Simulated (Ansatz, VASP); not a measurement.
ZrN in VASP and in Ansatz

```
CELL_PARAMETERS angstrom
0.00000 2.46050 2.46050
2.46050 0.00000 2.46050
2.46050 2.46050 0.00000
ATOMIC_POSITIONS crystal
Zr 0.00000 0.00000 0.00000
N 0.50000 0.50000 0.50000
```

Alike in both runs: task single point; functional PBE; k mesh 6 × 6 × 6; collinear spin.

```csv
,VASP,Ansatz
version,VASP 6.6.1,Ansatz 0.2 development build
potentials or method,"VASP PAW PBE potentials, release 64 (Zr_sv, N)","PAW hard, scalar-relativistic"
plane-wave cutoff (eV),600,870
occupations,"fermi-dirac, width 0.1 eV",fermi-dirac
```

```csv
,VASP,Ansatz,Ansatz less VASP
net moment per atom (μB),0.00,0.00,0.000
```

The k mesh is coarse, so the values compare programs but aren't converged.
